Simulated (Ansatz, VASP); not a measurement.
**Pt in VASP and in Ansatz**

The input INCAR:

```
PREC = Accurate ; ENCUT = 600
EDIFF = 1E-7 ; ISMEAR = 0
SIGMA = 0.1 ; LREAL = F
LASPH = T ; NELM = 80
ALGO = Normal ; ISIF = 3
LWAVE = F ; LCHARG = F
GGA = PE ; IBRION = 2
NSW = 90 ; EDIFFG = -0.04
```

KPOINTS

```
Automatic mesh
0
Gamma
  8 8 6
```

File POSCAR:

```
Pt
1.0
    1.1906203409     -2.2228973117      0.0000000000
    1.1906203409      2.2228973117      0.0000000000
    0.0000000000      0.0000000000      3.4713738841
Pt
1
Direct
    0.0000000000      0.0000000000      0.0000000000
```

Input for Ansatz:

```yaml
crystal:
  lattice:
    - [1.1906203409, -2.2228973117, 0.0]
    - [1.1906203409, 2.2228973117, 0.0]
    - [0.0, 0.0, 3.4713738841]
  atoms:
    - { symbol: Pt, position: [0.0, 0.0, 0.0] }
basis:
  ecutwfc: 420
kpoints:
  mp_grid: { grid: [8, 8, 6] }
hamiltonian:
  xc: pbe
scf:
  occupations: { method: gaussian, width: 0.1 }
  lower_state_search: "off"
output:
  forces: true
  stress: true
  eigenvalues: true
relax:
  adjacent_minimum: "off"
  f_tol: 0.04
  max_steps: 70
  cell: { stress_tol: 0.4 }
```

Alike in both runs: task relaxation of cell and atoms; functional PBE; k mesh 8 × 8 × 6; occupations gaussian, width 0.1 eV; no spin polarisation.

|  | VASP | Ansatz |
| --- | --- | --- |
| version | VASP 6.6.1 | Ansatz 0.2.0 |
| potentials or method | VASP PAW PBE potentials, release 64 (Pt), cutoff 600 eV | scalar-relativistic, plane waves, PAW |
| valence electrons in the cell | 10 | 18 |

Ansatz gave:

```
gap on the k mesh at the Fermi level, each at its own relaxed structure (eV) : none
relaxed volume (Å³/atom)                                                     : 16.92
relaxed cell length with the largest relative difference (Å)                 : 2.733
```

Which values does VASP return?

gap on the k mesh at the Fermi level, each at its own relaxed structure (eV): none; relaxed volume (Å³/atom): 16.88; relaxed cell length with the largest relative difference (Å): 2.729.

A gap of «none» marks a metal or a gap that the smearing closes. VASP's potentials hold 10 valence electrons a cell and Ansatz's 18, so a difference there can come from the potentials and not from the codes.

The k mesh is coarse, so the values compare programs but aren't converged. Neither program's run includes spin-orbit coupling.
